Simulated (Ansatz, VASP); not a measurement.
**SnO3: VASP beside Ansatz**

```
Sn O
1.0
     4.06960    0.00000    0.00000
     0.00000    4.06960    0.00000
     0.00000    0.00000    4.06960
Sn O
1 3
Cartesian
  0.0000 0.0000 0.0000
  2.0348 0.0000 0.0000
  0.0000 2.0348 0.0000
  0.0000 0.0000 2.0348
```

Alike in both runs: functional PBE; k mesh 5 × 5 × 5; occupations gaussian, width 0.2 eV; no spin polarisation.

Ansatz relaxed the structure, and its values are those at the end. VASP's run is a single point on that final structure, the one shown.

|  | VASP | Ansatz |
| --- | --- | --- |
| version | VASP 6.6.1 | Ansatz 0.2.0 |
| potentials or method | VASP PAW PBE potentials, release 64 (Sn_d, O), cutoff 600 eV | scalar-relativistic, plane waves, PAW |
| valence electrons in the cell | 32 | 32 |

VASP gave:

- gap on the k mesh at the Fermi level (eV): none
- pressure (GPa): 0.8

Which values does Ansatz return?

gap on the k mesh at the Fermi level (eV): none; pressure (GPa): 0.6.

A gap of «none» marks a metal or a gap that the smearing closes.
